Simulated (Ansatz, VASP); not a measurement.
## One calculation of NaAl3O, two programs

Contents of INCAR:

```
ALGO = Normal
EDIFF = 1E-7
EDIFFG = -0.04
ENCUT = 1130
GGA = PE
GGA_COMPAT = F
IBRION = 2
ISIF = 3
ISMEAR = 0
LASPH = T
LCHARG = F
LREAL = F
LWAVE = F
NELM = 120
NELMIN = 4
NSW = 90
PREC = Accurate
SIGMA = 0.1
```

File KPOINTS:

```
k-points
0
Gamma
  4 4 4
```

Contents of POSCAR:

```
NaAl3O
1.0
    4.4049178900      0.0000000000      0.0000000000
    0.0000000000      4.4049178900      0.0000000000
    0.0000000000      0.0000000000      4.4049178900
Na Al O
1 3 1
Direct
    0.0000000000      0.0000000000      0.0000000000
    0.5000000000      0.0000000000      0.0000000000
    0.0000000000      0.5000000000      0.0000000000
    0.0000000000      0.0000000000      0.5000000000
    0.5000000000      0.5000000000      0.5000000000
```

Input for Ansatz:

```yaml
crystal:
  lattice:
    - [4.40491789, 0.0, 0.0]
    - [0.0, 4.40491789, 0.0]
    - [0.0, 0.0, 4.40491789]
  atoms:
    - { symbol: Na, position: [0.0, 0.0, 0.0] }
    - { symbol: Al, position: [0.5, 0.0, 0.0] }
    - { symbol: Al, position: [0.0, 0.5, 0.0] }
    - { symbol: Al, position: [0.0, 0.0, 0.5] }
    - { symbol: O, position: [0.5, 0.5, 0.5] }
basis:
  ecutwfc: 420
kpoints:
  mp_grid: { grid: [4, 4, 4] }
hamiltonian:
  xc: pbe
scf:
  occupations: { method: gaussian, width: 0.1 }
  lower_state_search: "off"
output:
  forces: true
  stress: true
  eigenvalues: true
relax:
  adjacent_minimum: "off"
  f_tol: 0.04
  max_steps: 70
  cell: { stress_tol: 0.4 }
```

Alike in both runs: task relaxation of cell and atoms; functional PBE; k mesh 4 × 4 × 4; occupations gaussian, width 0.1 eV; no spin polarisation.

```csv
,VASP,Ansatz
version,VASP 6.6.1,Ansatz 0.2.0
potentials or method,"VASP PAW PBE potentials, release 64 (Na_sv, Al, O), cutoff 1130 eV","scalar-relativistic, plane waves, PAW"
valence electrons in the cell,24,24
```

```csv
,VASP,Ansatz,Ansatz less VASP
"gap on the k mesh at the Fermi level, each at its own relaxed structure (eV)",none,none,-
relaxed volume (Å³/atom),27.57,27.27,-0.297
relaxed length of the cell vector where the two differ most in proportion (Å),5.165,5.147,-0.0186
```

A gap of «none» marks a metal or a gap that the smearing closes.

Noted on VASP's run: the volume moved by over 15 % at a fixed basis, so the end points are rough.
